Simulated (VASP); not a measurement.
# LiH (Fm-3m) in VASP: further runs

Runs on LiH. Level: PBEsol. Tasks: single point.

All numbers are computed with VASP 6.6.1; they aren't measurements. Logs are shortened: lines on timing, memory, paths and dates and some standing lists are left out, and cuts for length are marked.

**1. The cell of the first run**

Symmetry: Fm-3m, No. 225, cubic system. Conventional cell: a = 3.990 Å, b = 3.990 Å, c = 3.990 Å, α = 90.00°, β = 90.00°, γ = 90.00°. Within 2.6 Å of Li (site symmetry m-3m) lie 6 H at 2.00 Å. Within 2.6 Å of H (site symmetry m-3m) lie 6 Li at 2.00 Å.

**2. Single point, PBEsol (volume scaled by 0.94)**

Contents of INCAR:

```
SYSTEM = LiH
  ALGO = Normal
  EDIFF = 1E-7
  ENCUT = 520
  GGA = PS
  ISIF = 2
  ISMEAR = -1
  LASPH = .TRUE.
  LCHARG = .FALSE.
  LREAL = .FALSE.
  LWAVE = .FALSE.
  NBANDS = 9
  NELM = 100
  PREC = Accurate
  SIGMA = 0.05
```

Contents of KPOINTS:

```
k-points
0
G
  11 11 11
  0 0 0
```

Contents of POSCAR:

```
LiH
1.0
    0.0000000000      1.9951720069      1.9951720069
    1.9951720069      0.0000000000      1.9951720069
    1.9951720069      1.9951720069      0.0000000000
Li H
1 1
Direct
    0.0000000000      0.0000000000      0.0000000000
    0.5000000000      0.5000000000      0.5000000000
```

Potentials or basis: VASP PAW PBE potentials, release 64 (Li_sv, H).

Command:

```sh
> cat potpaw_PBE.64/Li_sv/POTCAR potpaw_PBE.64/H/POTCAR > POTCAR
> mpirun -np 1 vasp_std > vasp.out
```

OUTCAR:

```text
SYSTEM = LiH
   EDIFF = 1E-7
   ENCUT = 520
   GGA = PS
   ISIF = 2
   ISMEAR = -1
   LASPH = .TRUE.
   LREAL = .FALSE.
   NELM = 100
   PREC = Accurate

 ion  position               nearest neighbor table
   1  0.000  0.000  0.000-
   2  0.500  0.500  0.500-

  LATTYP: Found a face centered cubic cell.
 ALAT       =     3.9903440138

  Lattice vectors:

 A1 = (   0.0000000000,   1.9951720069,   1.9951720069)
 A2 = (   1.9951720069,   0.0000000000,   1.9951720069)
 A3 = (   1.9951720069,   1.9951720069,   0.0000000000)

Analysis of symmetry for initial positions (statically):
=====================================================================
 Subroutine PRICEL returns:
 Original cell was already a primitive cell.

 Routine SETGRP: Setting up the symmetry group for a
 face centered cubic supercell.

 Subroutine GETGRP returns: Found 48 space group operations
 (whereof 48 operations were pure point group operations)
 out of a pool of 48 trial point group operations.

The static configuration has the point symmetry O_h .

Analysis of symmetry for dynamics (positions and initial velocities):
=====================================================================
 Subroutine PRICEL returns:
 Original cell was already a primitive cell.

 Routine SETGRP: Setting up the symmetry group for a
 face centered cubic supercell.

 Subroutine GETGRP returns: Found 48 space group operations
 (whereof 48 operations were pure point group operations)
 out of a pool of 48 trial point group operations.

The dynamic configuration has the point symmetry O_h .

 Subroutine INISYM returns: Found 48 space group operations
 (whereof 48 operations are pure point group operations),
 and found     1 'primitive' translations

----------------------------------------------------------------------------------------

                                     Primitive cell

  volume of cell :      15.8844

  direct lattice vectors                    reciprocal lattice vectors
     0.000000000  1.995172007  1.995172007    -0.250604960  0.250604960  0.250604960
     1.995172007  0.000000000  1.995172007     0.250604960 -0.250604960  0.250604960
     1.995172007  1.995172007  0.000000000     0.250604960  0.250604960 -0.250604960

  length of vectors
     2.821599311  2.821599311  2.821599311     0.434060522  0.434060522  0.434060522

  position of ions in fractional coordinates (direct lattice)
     0.000000000  0.000000000  0.000000000
     0.500000000  0.500000000  0.500000000

  ion indices of the primitive-cell ions
   primitive index   ion index
                 1           1
                 2           2

----------------------------------------------------------------------------------------

 KPOINTS: k-points

Automatic generation of k-mesh.
 Grid dimensions read from file:
 generate k-points for:   11   11   11

 Generating k-lattice:

  Cartesian coordinates                     Fractional coordinates (reciprocal lattice)
    -0.022782269  0.022782269  0.022782269     0.090909091  0.000000000  0.000000000
     0.022782269 -0.022782269  0.022782269     0.000000000  0.090909091  0.000000000
     0.022782269  0.022782269 -0.022782269     0.000000000  0.000000000  0.090909091

  Length of vectors
     0.039460047  0.039460047  0.039460047

  Shift w.r.t. Gamma in fractional coordinates (k-lattice)
     0.000000000  0.000000000  0.000000000

 Subroutine IBZKPT returns following result:
 ===========================================

 Found     56 irreducible k-points:

 Following reciprocal coordinates:
            Coordinates               Weight
  0.000000  0.000000  0.000000      1.000000
  0.090909  0.000000  0.000000      8.000000
  0.181818  0.000000  0.000000      8.000000
  0.272727  0.000000  0.000000      8.000000
  0.363636  0.000000  0.000000      8.000000
  0.454545  0.000000  0.000000      8.000000
[... 16 lines left out ...]
 -0.272727  0.181818  0.000000     24.000000
 -0.181818  0.181818  0.000000     12.000000
 [... further k-points ...]
   k-points           NKPTS =     56   k-points in BZ     NKDIM =     56   number of bands    NBANDS=      9
   number of dos      NEDOS =    301   number of ions     NIONS =      2
   total plane-waves  NPLWV =  13824
   dimension x,y,z NGX =    24 NGY =   24 NGZ =   24
   dimension x,y,z NGXF=    48 NGYF=   48 NGZF=   48
   ions per type =               1   1
   NGX,Y,Z   is equivalent  to a cutoff of  14.14, 14.14, 14.14 a.u.
   NGXF,Y,Z  is equivalent  to a cutoff of  28.28, 28.28, 28.28 a.u.
 SYSTEM =  LiH
   PREC   = accura    normal or accurate (medium, high low for compatibility)
   ISTART =      0    job   : 0-new  1-cont  2-samecut
   ICHARG =      2    charge: 1-file 2-atom 10-const
   ISPIN  =      1    spin polarized calculation?
   LNONCOLLINEAR =      F non collinear calculations
   LSORBIT =      F    spin-orbit coupling
   LASPH  =      T    aspherical Exc in radial PAW
   ENCUT  =  520.0 eV  38.22 Ry    6.18 a.u.   5.25  5.25  5.25*2*pi/ulx,y,z
   NELM   =    100;   NELMIN=  2; NELMDL= -5     # of ELM steps
   EDIFF  = 0.1E-06   stopping-criterion for ELM
   LREAL  =      F    real-space projection
   EDIFFG = 0.1E-05   stopping-criterion for IOM
   NSW    =      0    number of steps for IOM
   IBRION =     -1    ionic relax: 0-MD 1-quasi-New 2-CG
   NFREE  =      0    steps in history (QN), initial steepest desc. (CG)
   ISIF   =      2    stress and relaxation
   ISYM   =      2    0-nonsym 1-usesym 2-fastsym
   POTIM  = 0.5000    time-step for ionic-motion
   TEBEG  =    0.0;   TEEND  =   0.0 temperature during run
   PSTRESS=    0.0 pullay stress
   NELECT =       4.0000    total number of electrons
   NUPDOWN=      -1.0000    fix difference up-down
   EMIN   =  10.00;   EMAX   =-10.00  energy-range for DOS
   EFERMI =   0.00;   METHOD = LEGACY
   ISMEAR =    -1;   SIGMA  =   0.05  broadening in eV -4-tet -1-fermi 0-gaus
   EFERMI_NEDOS =   21; number of points for ismear=-14 and -15
   IALGO  =     38    algorithm
   IMIX   =      4    mixing-type and parameters
     AMIX     =   0.40;   BMIX     =  1.00
     AMIX_MAG =   1.60;   BMIX_MAG =  1.00
  volume/ion in A,a.u.               =       7.94        53.60
  Fermi-wavevector in a.u.,A,eV,Ry     =   1.033803  1.953605 14.541210  1.068749
  Thomas-Fermi vector in A             =   2.168068
   LORBIT       =      0    0 simple, 1 ext, 2 COOP (PROOUT), +10 PAW based schemes
   GGA     = PS    functional components
   LHFCALC =     F    Hartree Fock is set to
   AEXX    =    0.0000 exact exchange contribution
   IVDW    =     0    specifies the selected vdW correction
   LEPSILON=     F    determine dielectric tensor
   LRPA    =     F    only Hartree local field effects (RPA)
 non-spin polarized calculation
  energy-cutoff  :      520.00
  volume of cell :       15.88
 maximum number of plane-waves:       440
 NGX is ok and might be reduce to    24
   NGX = 11   NGY = 11   NGZ = 11

 number of electron       3.9999996 magnetization

 Free energy of the ion-electron system (eV)
  ---------------------------------------------------
  ext. energy  EPLUGINS =         0.00000000
  ---------------------------------------------------
  free energy    TOTEN  =        -6.12042238 eV

  energy without entropy =       -6.12042238  energy(sigma->0) =       -6.12042238

 E-fermi :   1.3593     XC(G=0):  -8.6551

 val. band max:        0.1750479230   @ k =  -0.4545   0.4545   0.0000
 cond. band min:       3.1103496580   @ k =  -0.4545   0.4545   0.0000
 fundamental gap:      2.9353017350
 Fermi energy:         1.3593190262

 k-point     1 :       0.0000    0.0000    0.0000
  band No.  band energies     occupation
      1     -43.4695      2.00000
      2      -5.3738      2.00000
      3      16.5023      0.00000
      4      18.0865      0.00000
      5      18.0865      0.00000
      6      18.0865      0.00000
      7      22.7268      0.00000
      8      22.7268      0.00000
      9      22.7268      0.00000

 k-point     2 :       0.0909    0.0000    0.0000
  band No.  band energies     occupation
      1     -43.4655      2.00000
      2      -5.2263      2.00000
      3      15.1608      0.00000
      4      17.2602      0.00000
      5      17.7414      0.00000
      6      17.7414      0.00000
      7      22.1368      0.00000
      8      23.4539      0.00000
      9      23.4540      0.00000

 k-point     3 :       0.1818    0.0000    0.0000
  band No.  band energies     occupation
      1     -43.4544      2.00000
      2      -4.7919      2.00000
      3      12.1528      0.00000
      4      16.1128      0.00000
      5      17.1416      0.00000
      6      17.1416      0.00000
      7      22.8013      0.00000
      8      23.7961      0.00000
      9      23.7961      0.00000

 k-point     4 :       0.2727    0.0000    0.0000
  band No.  band energies     occupation
      1     -43.4398      2.00000
      2      -4.1076      2.00000
      3       9.1306      0.00000
      4      15.0955      0.00000
      5      16.7165      0.00000
      6      16.7165      0.00000
      7      21.8837      0.00000
      8      21.8837      0.00000
      9      24.1336      0.00000

 k-point     5 :       0.3636    0.0000    0.0000
  band No.  band energies     occupation
      1     -43.4263      2.00000
      2      -3.2840      2.00000
      3       6.6618      0.00000
      4      14.3472      0.00000
      5      16.5724      0.00000
      6      16.5725      0.00000
      7      20.3083      0.00000
      8      20.3083      0.00000
      9      25.8129      0.00000

 k-point     6 :       0.4545    0.0000    0.0000
  band No.  band energies     occupation
      1     -43.4182      2.00000
      2      -2.6266      2.00000
      3       5.1648      0.00000
      4      13.9549      0.00000
      5      16.6218      0.00000
      6      16.6219      0.00000
      7      19.3826      0.00000
      8      19.3826      0.00000
      9      27.3241      0.00000
[... 169 lines left out ...]
 k-point    21 :      -0.4545    0.1818    0.0000
  band No.  band energies     occupation
      1     -43.4113      2.00000
      2      -1.8576      2.00000
      3       5.0651      0.00000
      4      10.0528      0.00000
      5      13.9631      0.00000
      6      16.1109      0.00000
      7      23.4618      0.00000
      8      24.3251      0.00000
      9      27.3256      0.00000

 k-point    22 :      -0.3636    0.1818    0.0000
  band No.  band energies     occupation
      1     -43.4138      2.00000
      2      -2.1735      2.00000
      3       5.6931      0.00000
      4       9.8317      0.00000
      5      14.9124      0.00000
      6      15.9314      0.00000
      7      22.6753      0.00000
      8      25.3452      0.00000
      9      27.2581      0.00000

 k-point    23 :      -0.2727    0.1818    0.0000
  band No.  band energies     occupation
      1     -43.4227      2.00000
      2      -3.0018      2.00000
      3       7.6591      0.00000
      4       9.9681      0.00000
      5      16.0434      0.00000
      6      16.2482      0.00000
      7      22.1980      0.00000
      8      25.0604      0.00000
      9      26.5230      0.00000

 k-point    24 :      -0.1818    0.1818    0.0000
  band No.  band energies     occupation
      1     -43.4350      2.00000
      2      -3.8339      2.00000
      3      10.3840      0.00000
      4      10.4589      0.00000
      5      16.3720      0.00000
      6      17.7826      0.00000
      7      21.7587      0.00000
      8      23.5727      0.00000
      9      25.2214      0.00000

 [... further k-points ...]

------------------------ aborting loop because EDIFF is reached ----------------------------------------

  FORCE on cell =-STRESS in cart. coord.  units (eV):
  Direction    XX          YY          ZZ          XY          YZ          ZX
  --------------------------------------------------------------------------------------
  -------------------------------------------------------------------------------------
  Total       -0.0458233     -0.0458233     -0.0458233     -0.0000000      0.0000000     -0.0000000
  in kB       -4.6219612     -4.6219612     -4.6219612     -0.0000000      0.0000000     -0.0000000
  external PRESSURE =      -4.6219612 kB  Pullay stress =       0.0000000 kB

 VOLUME and BASIS-vectors are now :
 -----------------------------------------------------------------------------
  energy-cutoff  :      520.00
  volume of cell :       15.88
      direct lattice vectors                 reciprocal lattice vectors
     0.000000000  1.995172007  1.995172007    -0.250604960  0.250604960  0.250604960
     1.995172007  0.000000000  1.995172007     0.250604960 -0.250604960  0.250604960
     1.995172007  1.995172007  0.000000000     0.250604960  0.250604960 -0.250604960

 POSITION                                       TOTAL-FORCE (eV/Angst)
 -----------------------------------------------------------------------------------
      0.00000      0.00000      0.00000        -0.000000      0.000000      0.000000
      1.99517      1.99517      1.99517         0.000000     -0.000000     -0.000000
 -----------------------------------------------------------------------------------
    total drift:                                0.000000     -0.000000     -0.000000

  FREE ENERGIE OF THE ION-ELECTRON SYSTEM (eV)
  ---------------------------------------------------
  free  energy   TOTEN  =        -6.1204223831 eV

  energy  without entropy=       -6.1204223831  energy(sigma->0) =       -6.12042238
```

It took 24 s on 1 thread of AMD EPYC 7R13, shared host; peak memory 0.1 GiB.

What came out:

* Free energy: -6.1204 eV
* Band gap on the k mesh: 2.94 eV, direct

Levels at points of the mesh, in eV from the valence-band top:
```csv
k point,band 1,band 2,band 3,band 4,band 5,band 6,band 7
"(0.00, 0.00, 0.00)",-43.64,-5.55,16.33,17.91,17.91,17.91,22.55
```

Caveat: the cutoff is under 1.25 times the usual one of these potentials, so pressure, stress and relaxed cells hold a basis-set (Pulay) error; the PAW data sets were made with another functional, which shifts forces and pressure a little. A k mesh can miss the band edges.

**3. Single point, PBEsol (volume scaled by 0.96)**

Contents of INCAR:

```
SYSTEM = LiH
ALGO     = Normal         ! electronic algorithm
EDIFF    = 1E-7           ! SCF threshold, eV
ENCUT    = 520            ! plane-wave cutoff, eV
GGA      = PS             ! functional
ISIF     = 2              ! what is computed and relaxed
ISMEAR   = -1             ! smearing method
LASPH    = .True.         ! aspherical terms in the spheres
LCHARG   = .False.        ! write CHGCAR
LREAL    = .False.        ! projectors in reciprocal space
LWAVE    = .False.        ! write WAVECAR
NBANDS   = 9              ! bands
NELM     = 100            ! most SCF steps
PREC     = Accurate       ! precision mode
SIGMA    = 0.05           ! smearing width, eV
```

Contents of KPOINTS:

```
k-points
0
Gamma
  11 11 11
  0 0 0
```

Contents of POSCAR:

```
LiH
1.0
    0.0000000000      2.0092229770      2.0092229770
    2.0092229770      0.0000000000      2.0092229770
    2.0092229770      2.0092229770      0.0000000000
Li H
1 1
Direct
    0.0000000000      0.0000000000      0.0000000000
    0.5000000000      0.5000000000      0.5000000000
```

Potentials or basis: VASP PAW PBE potentials, release 64 (Li_sv, H).

Command:

```sh
> cat potpaw_PBE.64/Li_sv/POTCAR potpaw_PBE.64/H/POTCAR > POTCAR
> mpirun -np 1 vasp_std > vasp.out
```

Wall time 22 s (1 thread of AMD EPYC 7R13, shared host); peak memory 0.1 GiB.

The run converged. Its results:

| Quantity | Value |
| --- | --- |
| Free energy | -6.1192 eV |
| Band gap on the k mesh | 2.95 eV, direct |

Levels at points of the mesh, in eV from the valence-band top:
| k point | band 1 | band 2 | band 3 | band 4 | band 5 |
| --- | --- | --- | --- | --- | --- |
| (0.00, 0.00, 0.00) | -43.66 | -5.47 | 16.06 | 17.70 | 17.70 |

Caveat: the cutoff is under 1.25 times the usual one of these potentials, so pressure, stress and relaxed cells hold a basis-set (Pulay) error; the PAW data sets were made with another functional, which shifts forces and pressure a little.
